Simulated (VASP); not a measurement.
# Ca (Pm-3m) in VASP: further runs, part 2 of 2

VASP 6.6.1. The steps go on from the part before.

## Step 4: Single point, PBEsol (volume scaled by 0.5)

File INCAR:

```
SYSTEM = Ca
ALGO     = Normal         ! electronic algorithm
EDIFF    = 1E-7           ! SCF threshold, eV
ENCUT    = 520            ! plane-wave cutoff, eV
GGA      = PS             ! functional
ISIF     = 2              ! what is computed and relaxed
ISMEAR   = -1             ! smearing method
LASPH    = .TRUE.         ! aspherical terms in the spheres
LCHARG   = .TRUE.         ! write CHGCAR
LELF     = .TRUE.         ! ELF
LREAL    = .FALSE.        ! projectors in reciprocal space
LVHAR    = .TRUE.       
LWAVE    = .FALSE.        ! write WAVECAR
NBANDS   = 11             ! bands
NELM     = 60             ! most SCF steps
PREC     = Accurate       ! precision mode
SIGMA    = 0.08           ! smearing width, eV
```

File KPOINTS:

```
k-points
0
G
  11 11 11
  0 0 0
```

File POSCAR:

```
Ca
1.0
    2.7478651519      0.0000000000      0.0000000000
    0.0000000000      2.7478651519      0.0000000000
    0.0000000000      0.0000000000      2.7478651519
Ca
1
Direct
    0.0000000000      0.0000000000      0.0000000000
```

Potentials or basis: VASP PAW PBE potentials, release 64 (Ca_sv).

Run with:

```
$ cat potpaw_PBE.64/Ca_sv/POTCAR > POTCAR
$ mpirun -np 1 vasp_std > vasp.out
```

OUTCAR:

```text
SYSTEM = Ca
   EDIFF = 1E-7
   ENCUT = 520
   GGA = PS
   ISIF = 2
   ISMEAR = -1
   LASPH = .TRUE.
   LREAL = .FALSE.
   NELM = 60
   PREC = Accurate

 ion  position               nearest neighbor table
   1  0.000  0.000  0.000-

  LATTYP: Found a simple cubic cell.
 ALAT       =     2.7478651519

  Lattice vectors:

 A1 = (   2.7478651519,   0.0000000000,   0.0000000000)
 A2 = (   0.0000000000,   2.7478651519,   0.0000000000)
 A3 = (   0.0000000000,   0.0000000000,   2.7478651519)

Analysis of symmetry for initial positions (statically):
=====================================================================
 Subroutine PRICEL returns:
 Original cell was already a primitive cell.

 Routine SETGRP: Setting up the symmetry group for a
 simple cubic supercell.

 Subroutine GETGRP returns: Found 48 space group operations
 (whereof 48 operations were pure point group operations)
 out of a pool of 48 trial point group operations.

The static configuration has the point symmetry O_h .

Analysis of symmetry for dynamics (positions and initial velocities):
[... 157 lines left out ...]

 val. band max:        5.0822780142   @ k =   0.4545   0.4545   0.4545
 cond. band min:       5.2768360150   @ k =   0.4545   0.4545   0.4545
 fundamental gap:      0.1945580008
 Fermi energy:         5.2421326024

 k-point     1 :       0.0000    0.0000    0.0000
  band No.  band energies     occupation
      1     -35.8803      2.00000
      2     -16.0433      2.00000
      3     -16.0433      2.00000
      4     -16.0433      2.00000
      5       0.9690      2.00000
      6       5.5994      0.02272
      7       5.5994      0.02272
      8      12.4956      0.00000
      9      12.4956      0.00000
     10      12.4956      0.00000
     11      20.5047      0.00000
[... 309 lines left out ...]
 k-point    24 :       0.2727    0.0909    0.0909
  band No.  band energies     occupation
      1     -35.6754      2.00000
      2     -17.0571      2.00000
      3     -16.0908      2.00000
      4     -16.0687      2.00000
      5       3.0717      2.00000
      6       6.4891      0.00000
      7       7.0421      0.00000
      8      10.2630      0.00000
      9      10.5144      0.00000
     10      12.0927      0.00000
     11      16.6690      0.00000

 [... further k-points ...]
[... 5 lines left out ...]
  --------------------------------------------------------------------------------------
  -------------------------------------------------------------------------------------
  Total        3.2632379      3.2632379      3.2632379      0.0000000      0.0000000     -0.0000000
  in kB      251.9840581    251.9840581    251.9840581      0.0000000      0.0000000     -0.0000000
  external PRESSURE =     251.9840581 kB  Pullay stress =       0.0000000 kB

 VOLUME and BASIS-vectors are now :
 -----------------------------------------------------------------------------
  energy-cutoff  :      520.00
  volume of cell :       20.75
      direct lattice vectors                 reciprocal lattice vectors
     2.747865152  0.000000000  0.000000000     0.363918877  0.000000000  0.000000000
     0.000000000  2.747865152  0.000000000     0.000000000  0.363918877  0.000000000
     0.000000000  0.000000000  2.747865152     0.000000000  0.000000000  0.363918877

 POSITION                                       TOTAL-FORCE (eV/Angst)
 -----------------------------------------------------------------------------------
      0.00000      0.00000      0.00000         0.000000      0.000000      0.000000
 -----------------------------------------------------------------------------------
    total drift:                                0.000000      0.000000      0.000000

  FREE ENERGIE OF THE ION-ELECTRON SYSTEM (eV)
  ---------------------------------------------------
  free  energy   TOTEN  =        -0.7990861235 eV

  energy  without entropy=       -0.7944900766  energy(sigma->0) =       -0.79678810
```

It took 17 s on 1 thread of Intel Xeon 6975P-C, shared host; peak memory 0.13 GiB.

What came out:

```
Free energy            : -0.7991 eV
Pressure               : 25.2 GPa
Band gap on the k mesh : 0.19 eV, direct
```

Caveat: the PAW data sets were made with another functional, which shifts forces and pressure a little. A k mesh can miss the band edges.

## Step 5: Single point, PBEsol (volume scaled by 0.6)

File INCAR:

```
SYSTEM = Ca
PREC = Accurate
ENCUT = 520
EDIFF = 1E-6
ISMEAR = -1
SIGMA = 0.08
LREAL = .False.
LASPH = .True.
NELM = 60
ALGO = Normal
ISIF = 2
LWAVE = .False.
LCHARG = .False.
GGA = PS
NBANDS = 11
```

File KPOINTS:

```
Automatic mesh
0
Gamma
  11 11 11
  0 0 0
```

File POSCAR:

```
Ca
1.0
    2.9200424506      0.0000000000      0.0000000000
    0.0000000000      2.9200424506      0.0000000000
    0.0000000000      0.0000000000      2.9200424506
Ca
1
Direct
    0.0000000000      0.0000000000      0.0000000000
```

Run with:

```
$ cat potpaw_PBE.64/Ca_sv/POTCAR > POTCAR
$ mpirun -np 1 vasp_std > vasp.out
```

It took 15 s on 1 thread of Intel Xeon 6975P-C, shared host; peak memory 0.14 GiB.

Results (log left out):

- Free energy: -1.2796 eV
- Pressure: 13.1 GPa
- Band gap on the k mesh: 0.18 eV, direct

Levels at points of the mesh, in eV from the valence-band top:
```
           k point  band 2  band 3  band 4  band 5  band 6  band 7  band 8  band 9
(0.00, 0.00, 0.00)  -21.87  -21.87  -21.87   -4.48    0.44    0.44    6.20    6.20
```

Caveat: the PAW data sets were made with another functional, which shifts forces and pressure a little. A k mesh can miss the band edges.

## Step 6: Single point, PBEsol (volume scaled by 0.6)

File INCAR:

```
PREC = Accurate
ENCUT = 520
EDIFF = 1E-7
ISMEAR = -1
SIGMA = 0.08
LREAL = False
LASPH = True
NELM = 80
ALGO = Normal
ISIF = 2
LWAVE = False
LCHARG = False
GGA = PS
NBANDS = 11
```

File KPOINTS:

```
Automatic mesh
0
Gamma
  11 11 11
```

POSCAR is that of step 5.

Potentials or basis: VASP PAW PBE potentials, release 64 (Ca_sv).

Run with:

```
$ cat potpaw_PBE.64/Ca_sv/POTCAR > POTCAR
$ mpirun -np 1 vasp_std > vasp.out
```

Wall time 18 s (1 thread of Intel Xeon 6975P-C, shared host); peak memory 0.14 GiB.

It converged, with:

```
Free energy            : -1.2796 eV
Pressure               : 13.1 GPa
Band gap on the k mesh : 0.18 eV, direct
```

Levels at points of the mesh, in eV from the valence-band top:
| k point | band 1 | band 2 | band 3 | band 4 | band 5 | band 6 | band 7 | band 8 | band 9 | band 10 |
| --- | --- | --- | --- | --- | --- | --- | --- | --- | --- | --- |
| (0.00, 0.00, 0.00) | -41.32 | -21.87 | -21.87 | -21.87 | -4.48 | 0.44 | 0.44 | 6.20 | 6.20 | 6.20 |

Caveat: the PAW data sets were made with another functional, which shifts forces and pressure a little.

## Step 7: Overview

| cell | gap on the mesh (eV) | pressure (GPa) |
| --- | --- | --- |
| a = 2.551 Å, 1 atom | none | 47.7 |
| a = 2.748 Å, 1 atom | 0.19 | 25.2 |
| a = 2.920 Å, 1 atom | 0.18 | 13.1 |

Alike in all rows: task single point; level PBEsol; potentials or basis VASP PAW PBE potentials, release 64 (Ca_sv); no spin polarisation; k mesh 11 × 11 × 11; cutoff (eV) 520; smearing fermi-dirac 0.08 eV.

Caveats: the PAW data sets were made with another functional, which shifts forces and pressure a little.

Total energies depend on the potentials used, so only differences within one code and one set of settings carry meaning.
